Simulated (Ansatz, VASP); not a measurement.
## One calculation of Cs2Ga2Se5, two programs

```
Cs Ga Se
1.0
     7.69555   -3.67885    0.00000
     7.69555    3.67885    0.00000
    -7.66719    0.00000   10.40143
Cs Ga Se
4 4 10
Direct
  0.33760 0.89080 0.05220
  0.66240 0.10920 0.94780
  0.10920 0.66240 0.44780
  0.89080 0.33760 0.55220
  0.13290 0.58870 0.12640
  0.86710 0.41130 0.87360
  0.41130 0.86710 0.37360
  0.58870 0.13290 0.62640
  0.09870 0.51990 0.91020
  0.90130 0.48010 0.08980
  0.48010 0.90130 0.58980
  0.51990 0.09870 0.41020
  0.05330 0.94670 0.25000
  0.94670 0.05330 0.75000
  0.47910 0.35430 0.23590
  0.52090 0.64570 0.76410
  0.64570 0.52090 0.26410
  0.35430 0.47910 0.73590
```

Alike in both runs: task single point; functional PBE; k mesh 4 × 4 × 2; occupations gaussian, width 0.1 eV; no spin polarisation.

|  | VASP | Ansatz |
| --- | --- | --- |
| version | VASP 6.6.1 | Ansatz 0.2.0 |
| potentials or method | VASP PAW PBE potentials, release 64 (Cs_sv, Ga_d, Se), cutoff 520 eV | scalar-relativistic, plane waves, PAW |
| valence electrons in the cell | 148 | 248 |

Ansatz gave:

- gap on the k mesh at the Fermi level (eV): 2.18
- least direct gap on the mesh (eV): 2.23
- pressure (GPa): 2.2
- traceless stress, the component that is largest in VASP (GPa): 0.24
- rms of the force components (eV/Å): 0.157

Task: Which values does VASP return?

Result: gap on the k mesh at the Fermi level (eV): 2.18; least direct gap on the mesh (eV): 2.23; pressure (GPa): 2.3; traceless stress, the component that is largest in VASP (GPa): 0.26; rms of the force components (eV/Å): 0.169.

Atom by atom the forces differ by 0.013 eV/Å (rms over components). The functional is the same, so the differences come from potentials, cutoffs and numerics. VASP's potentials hold 148 valence electrons a cell and Ansatz's 248, so a difference there can come from the potentials and not from the codes.

Spin-orbit coupling is off throughout.
